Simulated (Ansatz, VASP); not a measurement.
# Zr5N: VASP beside Ansatz

```
Zr N
1.0
     5.11631    0.00000    0.00000
    -2.55816    4.43086    0.00000
     0.00000    0.00000    5.36106
Zr N
5 1
Cartesian
  0.0000 2.9539 4.0457
  2.5582 1.4770 4.0457
  2.5582 1.4770 1.3154
  0.0000 2.9539 1.3154
  0.0000 0.0000 0.0000
  0.0000 0.0000 2.6805
```

Alike in both runs: task single point; functional PBE; k mesh 6 × 6 × 4; occupations gaussian, width 0.1 eV; collinear spin.

|  | VASP | Ansatz |
| --- | --- | --- |
| version | VASP 6.6.1 | Ansatz 0.2.0 |
| potentials or method | VASP PAW PBE potentials, release 64 (Zr_sv, N), cutoff 520 eV | scalar-relativistic, plane waves, PAW |
| valence electrons in the cell | 65 | 65 |

|  | VASP | Ansatz | Ansatz less VASP |
| --- | --- | --- | --- |
| gap on the k mesh at the Fermi level (eV) | none | none | - |
| pressure (GPa) | 0.1 | 0.0 | -0.06 |
| traceless stress, the component that is largest in VASP (GPa) | 0.11 | 0.02 | -0.083 |
| net moment per atom (μB) | 0.00 | 0.00 | -0.001 |

A gap of «none» marks a metal or a gap that the smearing closes. With one functional, cell and mesh, what is left measures potentials, basis and numerics. Ansatz's warnings: seeded moment not kept.
